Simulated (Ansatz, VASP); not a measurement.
**Two plane-wave programs on CsI**

```xyz
2
Lattice="4.4017 0.0000 0.0000 0.0000 4.4017 0.0000 0.0000 0.0000 4.4017" Properties=species:S:1:pos:R:3 pbc="T T T"
Cs    0.0000    0.0000    0.0000
I     2.2008    2.2008    2.2008
```

Alike in both runs: functional LDA; k mesh 10 × 10 × 10; occupations fermi-dirac, width 0.08 eV; no spin polarisation.

Ansatz relaxed the structure, and its values are those at the end. VASP's run is a single point on that final structure, the one shown.

```csv
,VASP,Ansatz
version,VASP 6.6.1,Ansatz 0.2.0
potentials or method,"VASP PAW LDA potentials, release 64 (Cs_sv, I)","PAW with Ansatz's default frozen-core files, scalar-relativistic"
plane-wave cutoff (eV),500,420
valence electrons in the cell,16,26
```

|  | VASP | Ansatz | Ansatz less VASP |
| --- | --- | --- | --- |
| gap on the k mesh at the Fermi level (eV) | 3.77 | 3.80 | +0.035 |
| pressure (GPa) | 0.1 | 0.0 | -0.08 |

LDA's correlation is that of Perdew and Zunger in VASP and of Perdew and Wang (1992) in Ansatz. VASP's potentials hold 16 valence electrons a cell and Ansatz's 26, so a difference there can come from the potentials and not from the codes.

Neither program's run includes spin-orbit coupling.
